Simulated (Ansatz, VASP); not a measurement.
# CsSnBr3: VASP beside Ansatz

```
CELL_PARAMETERS angstrom
5.90736 0.00000 0.00000
0.00000 5.90736 0.00000
0.00000 0.00000 5.90736
ATOMIC_POSITIONS crystal
Cs 0.00000 0.00000 0.00000
Sn 0.50000 0.50000 0.50000
Br 0.50000 0.50000 0.00000
Br 0.50000 0.00000 0.50000
Br 0.00000 0.50000 0.50000
```

Alike in both runs: task single point; functional PBE; k mesh 4 × 4 × 4; no spin polarisation.

|  | VASP | Ansatz |
| --- | --- | --- |
| version | VASP 6.6.1 | Ansatz 0.2.0 |
| potentials or method | VASP PAW PBE potentials, release 64 (Cs_sv, Sn_d, Br) | plane waves, PAW |
| plane-wave cutoff (eV) | 500 | 420 |
| occupations | gaussian, width 0.01 eV | fixed |
| valence electrons in the cell | 44 | 44 |

|  | VASP | Ansatz | Ansatz less VASP |
| --- | --- | --- | --- |
| gap on the k mesh at the Fermi level (eV) | 0.67 | 0.67 | 0.000 |
| pressure (GPa) | 0.0 | 0.0 | +0.01 |

Spin-orbit coupling is off throughout.
